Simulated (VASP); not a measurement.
Ba, 4 atoms in the cell. The cell holds a slab with vacuum, 4 atoms: a = 4.352 Å, b = 4.352 Å, c = 30.660 Å, α = 90.00°, β = 90.00°, γ = 109.47°. 

```yaml
Program: VASP 6.6.1
Task: single point
Functional: PBE
Potentials_or_basis: VASP PAW PBE potentials, release 64 (Ba_sv)
Cutoff: 520 eV
k_mesh: 9 × 9 × 1
Occupations: fermi-dirac, width 0.05 eV
Spin: no spin polarisation
Dipole_correction: no
Further_INCAR_settings: ALGO = Normal; EDIFF = 1e-06; NBANDS = 28
```

Potentials or basis: VASP PAW PBE potentials, release 64 (Ba_sv).

Launch:

```bash
$ cat potpaw_PBE.64/Ba_sv/POTCAR > POTCAR
$ mpirun -np 1 vasp_std > vasp.out
```

Hardware: 1 thread of Intel(R) Xeon(R) Platinum 8375C CPU @ 2.90GHz (Ice Lake) (shared host).

Question: How long does it take, and how much memory?

Answer: It took 8.9 min on 1 thread of Intel(R) Xeon(R) Platinum 8375C CPU @ 2.90GHz (Ice Lake), on a shared host, peak memory 0.69 GiB. Counts: scf iterations 24, k points 25.
